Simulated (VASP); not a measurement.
# AlN (d3) (Fm-3m) in VASP: a series of runs

AlN (d3) is run at these levels: PBEsol+D3(BJ); tasks: single point.

Program: VASP 6.6.1. These are calculated values, not measurements. Logs are shortened: lines on timing, memory, paths and dates and some standing lists are left out, and cuts for length are marked.

### 1 The cell of the first run

Symmetry: Fm-3m, No. 225, cubic system. Conventional cell: a = 3.892 Å, b = 3.892 Å, c = 3.892 Å, α = 90.00°, β = 90.00°, γ = 90.00°. Within 2.6 Å of Al (site symmetry m-3m) lie 6 N at 1.95 Å. Within 2.6 Å of N (site symmetry m-3m) lie 6 Al at 1.95 Å.

### 2 Single point, PBEsol+D3(BJ) (volume scaled by 0.91)

Contents of INCAR:

```
SYSTEM = AlN
ALGO     = Normal         ! electronic algorithm
EDIFF    = 1E-6           ! SCF threshold, eV
ENCUT    = 600            ! plane-wave cutoff, eV
GGA      = PS             ! functional
GGA_COMPAT= .False.      
ISIF     = 2              ! what is computed and relaxed
ISMEAR   = 0              ! smearing method
IVDW     = 12             ! dispersion correction
LASPH    = .True.         ! aspherical terms in the spheres
LCHARG   = .True.         ! write CHGCAR
LELF     = .True.         ! ELF
LREAL    = .False.        ! projectors in reciprocal space
LVHAR    = .True.       
LWAVE    = .False.        ! write WAVECAR
NBANDS   = 11             ! bands
NELM     = 120            ! most SCF steps
PREC     = Accurate       ! precision mode
SIGMA    = 0.02           ! smearing width, eV
```

Contents of KPOINTS:

```
k-points
0
Gamma
  10 10 10
  0 0 0
```

Contents of POSCAR:

```
AlN
1.0
    0.0000000000      1.9461641354      1.9461641354
    1.9461641354      0.0000000000      1.9461641354
    1.9461641354      1.9461641354      0.0000000000
Al N
1 1
Direct
    0.5000000000      0.5000000000      0.5000000000
    0.0000000000      0.0000000000      0.0000000000
```

Potentials or basis: VASP PAW PBE potentials, release 64 (Al, N).

Launch:

```sh
cat potpaw_PBE.64/Al/POTCAR potpaw_PBE.64/N/POTCAR > POTCAR
mpirun -np 1 vasp_std > vasp.out
```

OUTCAR:

```text
SYSTEM = AlN
   EDIFF = 1E-6
   ENCUT = 600
   GGA = PS
   ISIF = 2
   ISMEAR = 0
   IVDW = 12
   LASPH = .True.
   LREAL = .False.
   NELM = 120
   PREC = Accurate
 IVDW          = 12

 ion  position               nearest neighbor table
   1  0.500  0.500  0.500-   2 1.95   2 1.95   2 1.95   2 1.95   2 1.95   2 1.95
   2  0.000  0.000  0.000-   1 1.95   1 1.95   1 1.95   1 1.95   1 1.95   1 1.95

  LATTYP: Found a face centered cubic cell.
 ALAT       =     3.8923282708

  Lattice vectors:

 A1 = (   0.0000000000,   1.9461641354,   1.9461641354)
 A2 = (   1.9461641354,   0.0000000000,   1.9461641354)
 A3 = (   1.9461641354,   1.9461641354,   0.0000000000)

Analysis of symmetry for initial positions (statically):
=====================================================================
 Subroutine PRICEL returns:
 Original cell was already a primitive cell.

 Routine SETGRP: Setting up the symmetry group for a
 face centered cubic supercell.

 Subroutine GETGRP returns: Found 48 space group operations
 (whereof 48 operations were pure point group operations)
 out of a pool of 48 trial point group operations.

The static configuration has the point symmetry O_h .

Analysis of symmetry for dynamics (positions and initial velocities):
=====================================================================
 Subroutine PRICEL returns:
 Original cell was already a primitive cell.

 Routine SETGRP: Setting up the symmetry group for a
 face centered cubic supercell.

 Subroutine GETGRP returns: Found 48 space group operations
 (whereof 48 operations were pure point group operations)
 out of a pool of 48 trial point group operations.

The dynamic configuration has the point symmetry O_h .

 Subroutine INISYM returns: Found 48 space group operations
 (whereof 48 operations are pure point group operations),
 and found     1 'primitive' translations

----------------------------------------------------------------------------------------

                                     Primitive cell

  volume of cell :      14.7424

  direct lattice vectors                    reciprocal lattice vectors
     0.000000000  1.946164135  1.946164135    -0.256915638  0.256915638  0.256915638
     1.946164135  0.000000000  1.946164135     0.256915638 -0.256915638  0.256915638
     1.946164135  1.946164135  0.000000000     0.256915638  0.256915638 -0.256915638

  length of vectors
     2.752291715  2.752291715  2.752291715     0.444990938  0.444990938  0.444990938

  position of ions in fractional coordinates (direct lattice)
     0.500000000  0.500000000  0.500000000
     0.000000000  0.000000000  0.000000000

  ion indices of the primitive-cell ions
   primitive index   ion index
                 1           1
                 2           2

----------------------------------------------------------------------------------------

 KPOINTS: k-points

Automatic generation of k-mesh.
 Grid dimensions read from file:
 generate k-points for:   10   10   10

 Generating k-lattice:

  Cartesian coordinates                     Fractional coordinates (reciprocal lattice)
    -0.025691564  0.025691564  0.025691564     0.100000000  0.000000000  0.000000000
     0.025691564 -0.025691564  0.025691564     0.000000000  0.100000000  0.000000000
     0.025691564  0.025691564 -0.025691564     0.000000000  0.000000000  0.100000000

  Length of vectors
     0.044499094  0.044499094  0.044499094

  Shift w.r.t. Gamma in fractional coordinates (k-lattice)
     0.000000000  0.000000000  0.000000000

 Subroutine IBZKPT returns following result:
 ===========================================

 Found     47 irreducible k-points:

 Following reciprocal coordinates:
            Coordinates               Weight
  0.000000  0.000000  0.000000      1.000000
  0.100000  0.000000  0.000000      8.000000
  0.200000  0.000000  0.000000      8.000000
  0.300000  0.000000  0.000000      8.000000
  0.400000  0.000000  0.000000      8.000000
  0.500000  0.000000  0.000000      4.000000
[... 16 lines left out ...]
  0.300000  0.300000  0.000000      6.000000
  0.400000  0.300000  0.000000     24.000000
 [... further k-points ...]
   k-points           NKPTS =     47   k-points in BZ     NKDIM =     47   number of bands    NBANDS=     11
   number of dos      NEDOS =    301   number of ions     NIONS =      2
   total plane-waves  NPLWV =  13824
   dimension x,y,z NGX =    24 NGY =   24 NGZ =   24
   dimension x,y,z NGXF=    48 NGYF=   48 NGZF=   48
   ions per type =               1   1
   NGX,Y,Z   is equivalent  to a cutoff of  14.50, 14.50, 14.50 a.u.
   NGXF,Y,Z  is equivalent  to a cutoff of  28.99, 28.99, 28.99 a.u.
 SYSTEM =  AlN
   PREC   = accura    normal or accurate (medium, high low for compatibility)
   ISTART =      0    job   : 0-new  1-cont  2-samecut
   ICHARG =      2    charge: 1-file 2-atom 10-const
   ISPIN  =      1    spin polarized calculation?
   LNONCOLLINEAR =      F non collinear calculations
   LSORBIT =      F    spin-orbit coupling
   LASPH  =      T    aspherical Exc in radial PAW
   ENCUT  =  600.0 eV  44.10 Ry    6.64 a.u.   5.50  5.50  5.50*2*pi/ulx,y,z
   NELM   =    120;   NELMIN=  2; NELMDL= -5     # of ELM steps
   EDIFF  = 0.1E-05   stopping-criterion for ELM
   LREAL  =      F    real-space projection
   EDIFFG = 0.1E-04   stopping-criterion for IOM
   NSW    =      0    number of steps for IOM
   IBRION =     -1    ionic relax: 0-MD 1-quasi-New 2-CG
   NFREE  =      0    steps in history (QN), initial steepest desc. (CG)
   ISIF   =      2    stress and relaxation
   ISYM   =      2    0-nonsym 1-usesym 2-fastsym
   POTIM  = 0.5000    time-step for ionic-motion
   TEBEG  =    0.0;   TEEND  =   0.0 temperature during run
   PSTRESS=    0.0 pullay stress
   NELECT =       8.0000    total number of electrons
   NUPDOWN=      -1.0000    fix difference up-down
   EMIN   =  10.00;   EMAX   =-10.00  energy-range for DOS
   EFERMI =   0.00;   METHOD = LEGACY
   ISMEAR =     0;   SIGMA  =   0.02  broadening in eV -4-tet -1-fermi 0-gaus
   EFERMI_NEDOS =   21; number of points for ismear=-14 and -15
   IALGO  =     38    algorithm
   IMIX   =      4    mixing-type and parameters
     AMIX     =   0.40;   BMIX     =  1.00
     AMIX_MAG =   1.60;   BMIX_MAG =  1.00
  volume/ion in A,a.u.               =       7.37        49.74
  Fermi-wavevector in a.u.,A,eV,Ry     =   1.335310  2.523370 24.259898  1.783052
  Thomas-Fermi vector in A             =   2.464024
   LORBIT       =      0    0 simple, 1 ext, 2 COOP (PROOUT), +10 PAW based schemes
   GGA     = PS    functional components
   LHFCALC =     F    Hartree Fock is set to
   AEXX    =    0.0000 exact exchange contribution
   IVDW    =    12    specifies the selected vdW correction
   LEPSILON=     F    determine dielectric tensor
   LRPA    =     F    only Hartree local field effects (RPA)
 non-spin polarized calculation
 Gauss-broadening in eV      SIGMA  =   0.02
  energy-cutoff  :      600.00
  volume of cell :       14.74
 maximum number of plane-waves:       531
 NGX is ok and might be reduce to    24
   NGX = 11   NGY = 11   NGZ = 11

 number of electron       8.0000001 magnetization

 Free energy of the ion-electron system (eV)
  ---------------------------------------------------
  ext. energy  EPLUGINS =         0.00000000
  ---------------------------------------------------
  free energy    TOTEN  =       -15.25403176 eV

  energy without entropy =      -15.25403176  energy(sigma->0) =      -15.25403176

 E-fermi :  11.5865     XC(G=0): -13.0010

 val. band max:       11.4426488204   @ k =   0.0000   0.0000   0.0000
 cond. band min:      16.3522568729   @ k =   0.5000   0.5000   0.0000
 fundamental gap:      4.9096080524
 Fermi energy:        11.5864966636

 k-point     1 :       0.0000    0.0000    0.0000
  band No.  band energies     occupation
      1      -7.1971      2.00000
      2      11.4426      2.00000
      3      11.4426      2.00000
      4      11.4426      2.00000
      5      18.8522      0.00000
      6      23.8191      0.00000
      7      23.8191      0.00000
      8      23.8191      0.00000
      9      29.2208      0.00000
     10      29.9763      0.00000
     11      29.9763      0.00000

 k-point     2 :       0.1000    0.0000    0.0000
  band No.  band energies     occupation
      1      -6.9676      2.00000
      2      10.4014      2.00000
      3      11.2904      2.00000
      4      11.2904      2.00000
      5      19.3885      0.00000
      6      22.9343      0.00000
      7      24.1818      0.00000
      8      24.1818      0.00000
      9      28.6952      0.00000
     10      28.6952      0.00000
     11      30.8813      0.00000

 k-point     3 :       0.2000    0.0000    0.0000
  band No.  band energies     occupation
      1      -6.2974      2.00000
      2       8.1006      2.00000
      3      10.9236      2.00000
      4      10.9236      2.00000
      5      19.5615      0.00000
      6      22.9133      0.00000
      7      24.6360      0.00000
      8      24.6360      0.00000
      9      27.9908      0.00000
     10      27.9908      0.00000
     11      30.7072      0.00000

 k-point     4 :       0.3000    0.0000    0.0000
  band No.  band energies     occupation
      1      -5.2577      2.00000
      2       5.5275      2.00000
      3      10.5208      2.00000
      4      10.5208      2.00000
      5      18.8918      0.00000
      6      24.1345      0.00000
      7      24.1345      0.00000
      8      24.3808      0.00000
      9      29.4364      0.00000
     10      29.4364      0.00000
     11      29.7608      0.00000

 k-point     5 :       0.4000    0.0000    0.0000
  band No.  band energies     occupation
      1      -4.0675      2.00000
      2       3.3101      2.00000
      3      10.2262      2.00000
      4      10.2262      2.00000
      5      18.3921      0.00000
      6      23.5216      0.00000
      7      23.5216      0.00000
      8      25.8048      0.00000
      9      29.0357      0.00000
     10      31.8284      0.00000
     11      31.8284      0.00000
[... 211 lines left out ...]
 k-point    21 :      -0.3000    0.2000    0.0000
  band No.  band energies     occupation
      1      -3.8329      2.00000
      2       4.5365      2.00000
      3       7.3034      2.00000
      4      10.0769      2.00000
      5      20.4320      0.00000
      6      22.1926      0.00000
      7      24.1621      0.00000
      8      24.8722      0.00000
      9      29.1444      0.00000
     10      31.9250      0.00000
     11      34.0134      0.00000

 k-point    22 :      -0.2000    0.2000    0.0000
  band No.  band energies     occupation
      1      -4.9217      2.00000
      2       6.1811      2.00000
      3       8.0755      2.00000
      4      10.5737      2.00000
      5      21.2154      0.00000
      6      21.8274      0.00000
      7      23.6229      0.00000
      8      25.1131      0.00000
      9      26.9221      0.00000
     10      31.6545      0.00000
     11      33.7895      0.00000

 k-point    23 :       0.3000    0.3000    0.0000
  band No.  band energies     occupation
      1      -4.6483      2.00000
      2       6.2682      2.00000
      3       9.1602      2.00000
      4       9.1602      2.00000
      5      17.8682      0.00000
      6      19.5375      0.00000
      7      24.5321      0.00000
      8      28.3768      0.00000
      9      28.3768      0.00000
     10      32.9703      0.00000
     11      37.2447      0.00000

 k-point    24 :       0.4000    0.3000    0.0000
  band No.  band energies     occupation
      1      -3.7656      2.00000
      2       5.0783      2.00000
      3       8.2838      2.00000
      4       8.8713      2.00000
      5      17.7792      0.00000
      6      19.1230      0.00000
      7      24.9409      0.00000
      8      28.4145      0.00000
      9      29.3330      0.00000
     10      34.4655      0.00000
     11      37.8658      0.00000

 [... further k-points ...]

------------------------ aborting loop because EDIFF is reached ----------------------------------------

 Edisp (eV)   -0.64313

 E8    (eV) :    -0.3967

  FORCE on cell =-STRESS in cart. coord.  units (eV):
  Direction    XX          YY          ZZ          XY          YZ          ZX
  --------------------------------------------------------------------------------------
  -------------------------------------------------------------------------------------
  Total       2.85268     2.85268     2.85268    -0.00000     0.00000     0.00000
  in kB     310.02366   310.02366   310.02366    -0.00000     0.00000     0.00000
  external pressure =      310.02 kB  Pullay stress =        0.00 kB

 VOLUME and BASIS-vectors are now :
 -----------------------------------------------------------------------------
  energy-cutoff  :      600.00
  volume of cell :       14.74
      direct lattice vectors                 reciprocal lattice vectors
     0.000000000  1.946164135  1.946164135    -0.256915638  0.256915638  0.256915638
     1.946164135  0.000000000  1.946164135     0.256915638 -0.256915638  0.256915638
     1.946164135  1.946164135  0.000000000     0.256915638  0.256915638 -0.256915638

 POSITION                                       TOTAL-FORCE (eV/Angst)
 -----------------------------------------------------------------------------------
      1.94616      1.94616      1.94616        -0.000000      0.000000     -0.000000
      0.00000      0.00000      0.00000         0.000000     -0.000000      0.000000
 -----------------------------------------------------------------------------------
    total drift:                                0.000000     -0.000000     -0.000000

  FREE ENERGIE OF THE ION-ELECTRON SYSTEM (eV)
  ---------------------------------------------------
  free  energy   TOTEN  =       -15.8971625769 eV

  energy  without entropy=      -15.8971625769  energy(sigma->0) =      -15.89716258
```

Run time: 5.7 s. Hardware: 1 thread of Intel Xeon 6975P-C, shared host; peak memory 0.15 GiB.

What came out:

- Free energy: -15.8972 eV
- Pressure: 31.0 GPa
- Band gap on the k mesh: 4.91 eV, indirect (least direct gap 7.41 eV)
- Dispersion energy per atom: -0.322 eV

Caveat: the cell differs from its parent crystal (volume scaled by 0.91); the PAW data sets were made with another functional, which shifts forces and pressure a little.

### 3 Single point, PBEsol+D3(BJ)

This run uses another cell than the first one, of 8.10 Å³/atom, 1.099 times its volume.

Contents of INCAR:

```
SYSTEM = AlN
PREC     = Accurate       ! precision mode
ENCUT    = 600            ! plane-wave cutoff, eV
EDIFF    = 1E-6           ! SCF threshold, eV
ISMEAR   = 0              ! smearing method
SIGMA    = 0.02           ! smearing width, eV
LREAL    = .False.        ! projectors in reciprocal space
LASPH    = .True.         ! aspherical terms in the spheres
NELM     = 120            ! most SCF steps
ALGO     = Normal         ! electronic algorithm
ISIF     = 2              ! what is computed and relaxed
LWAVE    = .False.        ! write WAVECAR
LCHARG   = .True.         ! write CHGCAR
GGA      = PS             ! functional
IVDW     = 12             ! dispersion correction
LELF     = .True.         ! ELF
LVHAR    = .True.       
NBANDS   = 11             ! bands
GGA_COMPAT= .False.
```

Contents of KPOINTS:

```
Automatic mesh
0
Gamma
  10 10 10
  0 0 0
```

Contents of POSCAR:

```
AlN
1.0
    0.0000000000      2.0083173223      2.0083173223
    2.0083173223      0.0000000000      2.0083173223
    2.0083173223      2.0083173223      0.0000000000
Al N
1 1
Direct
    0.5000000000      0.5000000000      0.5000000000
    0.0000000000      0.0000000000      0.0000000000
```

Potentials or basis: VASP PAW PBE potentials, release 64 (Al, N).

Launch:

```sh
cat potpaw_PBE.64/Al/POTCAR potpaw_PBE.64/N/POTCAR > POTCAR
mpirun -np 1 vasp_std > vasp.out
```

It took 5.7 s on 1 thread of Intel Xeon 6975P-C, shared host; peak memory 0.15 GiB.

Results (log left out):

```
Free energy                : -16.0293 eV
Pressure                   : -0.2 GPa
Band gap on the k mesh     : 4.75 eV, indirect (least direct gap 5.96 eV)
Dispersion energy per atom : -0.292 eV
```

Levels at points of the mesh, in eV from the valence-band top:
| k point | band 2 | band 3 | band 4 | band 5 | band 6 | band 7 |
| --- | --- | --- | --- | --- | --- | --- |
| (0.00, 0.00, 0.00) | 0.00 | 0.00 | 0.00 | 5.96 | 12.09 | 12.09 |
| (0.50, 0.00, 0.00) | -8.50 | -1.13 | -1.13 | 6.17 | 11.06 | 11.06 |
| (0.50, 0.50, 0.00) | -7.58 | -2.87 | -2.87 | 4.75 | 5.10 | 14.21 |

Caveat: the PAW data sets were made with another functional, which shifts forces and pressure a little.

(Part 1 of 2 ends here.)
